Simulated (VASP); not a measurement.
AgBr: single point with PBE

The system is AgBr.

```xyz
2
Lattice="0.0000 2.8509 2.8509 2.8509 0.0000 2.8509 2.8509 2.8509 0.0000" Properties=species:S:1:pos:R:3 pbc="T T T"
Ag    0.0000    0.0000    0.0000
Br    2.8509    2.8509    2.8509
```

This cell differs from its parent crystal: volume scaled by 0.98.

- Program: VASP 6.6.1
- Task: single point
- Functional: PBE
- Potentials or basis: VASP PAW PBE potentials, release 64 (Ag, Br)
- Cutoff: 500 eV
- k mesh: 8 × 8 × 8
- Occupations: fermi-dirac, width 0.05 eV
- Spin: no spin polarisation

* Pressure: 3.4 GPa
* Band gap on the k mesh: 0.67 eV, indirect (least direct gap 2.68 eV)

Levels at points of the mesh, in eV from the valence-band top:
```tsv
k point	band 7	band 8	band 9	band 10	band 11	band 12
(0.00, 0.00, 0.00)	-2.01	-2.01	-2.01	0.67	9.91	9.91
(0.50, 0.00, 0.00)	-2.21	0.00	0.00	3.67	6.72	6.72
(0.50, 0.50, 0.00)	-2.45	-2.45	-2.34	1.56	7.02	9.15
```

Run time: 11 s on 1 thread of AMD EPYC 9R45 96-Core Processor (Zen 5), on a shared host, peak memory 0.14 GiB.

 A k mesh can miss the band edges.
